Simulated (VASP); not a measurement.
A run of VASP 6.6.1 is set up as follows.

File INCAR:

```
PREC = Accurate
ENCUT = 520
EDIFF = 1E-7
ISMEAR = -1
SIGMA = 0.05
LREAL = False
LASPH = True
NELM = 60
ALGO = Normal
ISIF = 2
LWAVE = False
LCHARG = True
GGA = PE
LELF = True
LVHAR = True
NBANDS = 26
```

Contents of KPOINTS:

```
regular mesh
0
Gamma
  8 8 5
```

The input POSCAR:

```
Cu2As3
1.0
    4.0842034679      0.0000000000      0.0000000000
   -2.0421017340      3.5370239575      0.0000000000
    0.0000000000      0.0000000000      6.1305457052
As Cu
3 2
Direct
    0.6666666667      0.3333333333      0.6493380000
    0.3333333333      0.6666666667      0.3506620000
    0.0000000000      0.0000000000      0.0000000000
    0.6666666667      0.3333333333      0.2169690000
    0.3333333333      0.6666666667      0.7830310000
```

Potentials or basis: VASP PAW PBE potentials, release 64 (As, Cu).

Launch:

```console
$ cat potpaw_PBE.64/As/POTCAR potpaw_PBE.64/Cu/POTCAR > POTCAR
$ mpirun -np 1 vasp_std > vasp.out
```

(1) Estimate the pressure.

(2) Predict the largest force.

Answers

(1) -0.7 GPa.

(2) 0.035 eV/Å.
